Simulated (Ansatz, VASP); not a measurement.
**One calculation of AlP, two programs**

```xyz
2
Lattice="0.0000 2.7537 2.7537 2.7537 0.0000 2.7537 2.7537 2.7537 0.0000" Properties=species:S:1:pos:R:3 pbc="T T T"
Al    0.0000    0.0000    0.0000
P     1.3768    1.3768    1.3768
```

Alike in both runs: task single point; functional PBE; k mesh 8 × 8 × 8; no spin polarisation.

```csv
,VASP,Ansatz
version,VASP 6.6.1,Ansatz 0.2.0
potentials or method,"VASP PAW PBE potentials, release 64 (Al, P), cutoff 500 eV","scalar-relativistic, plane waves, PAW"
occupations,"gaussian, width 0.01 eV",fixed
valence electrons in the cell,8,8
```

Ansatz gave:

- gap on the k mesh at the Fermi level (eV): 1.63
- least direct gap on the mesh (eV): 3.09
- pressure (GPa): 0.0

Question: Estimate VASP's values.

Answer: gap on the k mesh at the Fermi level (eV): 1.63; least direct gap on the mesh (eV): 3.09; pressure (GPa): -0.1.
